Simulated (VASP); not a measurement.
Input of a VASP 6.6.1 run:

File INCAR:

```
SYSTEM = LiTc
ALGO     = Normal         ! electronic algorithm
EDIFF    = 1E-7           ! SCF threshold, eV
ENCUT    = 520            ! plane-wave cutoff, eV
GGA      = PS             ! functional
ISIF     = 2              ! what is computed and relaxed
ISMEAR   = 0              ! smearing method
LASPH    = .TRUE.         ! aspherical terms in the spheres
LCHARG   = .FALSE.        ! write CHGCAR
LREAL    = .FALSE.        ! projectors in reciprocal space
LWAVE    = .FALSE.        ! write WAVECAR
NBANDS   = 15             ! bands
NELM     = 80             ! most SCF steps
PREC     = Accurate       ! precision mode
SIGMA    = 0.1            ! smearing width, eV
```

KPOINTS

```
k-points
0
G
  7 7 7
  0 0 0
```

Contents of POSCAR:

```
LiTc
1.0
    2.8819587495      0.0000000000      0.0000000000
    0.0000000000      2.8819587495      0.0000000000
    0.0000000000      0.0000000000      2.8819587495
Tc Li
1 1
Direct
    0.0000000000      0.0000000000      0.0000000000
    0.5000000000      0.5000000000      0.5000000000
```

Potentials or basis: VASP PAW PBE potentials, release 64 (Tc_pv, Li_sv).

The run is started by

```console
$ cat potpaw_PBE.64/Tc_pv/POTCAR potpaw_PBE.64/Li_sv/POTCAR > POTCAR
$ mpirun -np 1 vasp_std > vasp.out
```

Estimate the band gap on the k mesh.

zero (band 8 reaches 10.75 eV, above the bottom of band 9 at 8.19 eV).
